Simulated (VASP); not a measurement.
Runs of VASP 6.6.1 on Cu. The structure is that of space group I4/mmm (No. 139), or close to it. The cells are those of the table. 

| cell | gap on the mesh (eV) | pressure (GPa) |
| --- | --- | --- |
| a = 2.553 Å, angles 105.8, 105.8, 117.1°, 1 atom | none | -5.0 |
| a = 2.464 Å, angles 105.8, 105.8, 117.1°, 1 atom | none | 10.1 |
| a = 2.470 Å, angles 104.9, 104.9, 119.1°, 1 atom | none | 10.9 |
| a = 2.590 Å, angles 106.8, 106.8, 115.0°, 1 atom | none | (b) |
| a = 2.603 Å, angles 104.9, 104.9, 119.1°, 1 atom | none | (a) |

Alike in all rows: task single point; level PBE; potentials or basis VASP PAW PBE potentials, release 64 (Cu); no spin polarisation; k mesh 24 × 24 × 24; cutoff (eV) 520; smearing gaussian 0.15 eV.

Task: Fill in the values left out.

Result: (a) -9.3; (b) -9.8.

A gap of «none» marks levels without a gap at the run's occupations.
